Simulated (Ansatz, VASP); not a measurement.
# P: VASP beside Ansatz

File INCAR:

```
PREC = Accurate
ENCUT = 520
EDIFF = 1E-6
ISMEAR = -1
SIGMA = 0.05
LREAL = False
LASPH = True
NELM = 80
ALGO = Normal
ISIF = 2
LWAVE = False
LCHARG = False
GGA = B5
ALDAX = 1.0
AGGAX = 1.0
AGGAC = 1.0
ALDAC = 0.0
NBANDS = 18
```

The input KPOINTS:

```
regular mesh
0
Gamma
  9 9 6
```

The input POSCAR:

```
P
1.0
    1.6834060558     -8.6891244720      0.0000000000
    1.6834060558      8.6891244720      0.0000000000
    0.0000000000      0.0000000000      4.8606564660
P
4
Direct
    0.0607075126      0.9392924874      0.9043653908
    0.5607075126      0.4392924874      0.5956346092
    0.9392924874      0.0607075126      0.0956346092
    0.4392924874      0.5607075126      0.4043653908
```

Input for Ansatz:

```yaml
crystal:
  lattice:
    - [1.6834060558, -8.689124472, 0.0]
    - [1.6834060558, 8.689124472, 0.0]
    - [0.0, 0.0, 4.860656466]
  atoms:
    - { symbol: P, position: [0.0607075126, 0.9392924874, 0.9043653908] }
    - { symbol: P, position: [0.5607075126, 0.4392924874, 0.5956346092] }
    - { symbol: P, position: [0.9392924874, 0.0607075126, 0.0956346092] }
    - { symbol: P, position: [0.4392924874, 0.5607075126, 0.4043653908] }
hamiltonian:
  xc: blyp
  pseudopotentials:
    kind: paw
    azcp:
      P: "pseudopotentials/P.paw.azcp"
basis:
  ecutwfc: 420
  fft_grid_basis: typed
kpoints:
  mp_grid: { grid: [9, 9, 6], shift: [0, 0, 0] }
magnetization:
  spin_polarized: false
scf:
  occupations: { method: fermi_dirac, width: 0.05 }
output:
  stress: true
```

Alike in both runs: task single point; functional BLYP; k mesh 9 × 9 × 6; occupations fermi-dirac, width 0.05 eV; no spin polarisation.

|  | VASP | Ansatz |
| --- | --- | --- |
| version | VASP 6.6.1 | Ansatz 0.2.0 |
| potentials or method | VASP PAW PBE potentials, release 64 (P), cutoff 520 eV | plane waves (420 eV) with PAW, scalar-relativistic |
| valence electrons in the cell | 20 | 20 |

Ansatz gave:

| Property | Result |
| --- | --- |
| pressure (GPa) | 0.0 |
| traceless stress, the component that is largest in VASP (GPa) | 0.14 |

Estimate VASP's values.

pressure (GPa): -0.1; traceless stress, the component that is largest in VASP (GPa): 0.16.

VASP's potentials were made for PBE, not for BLYP.
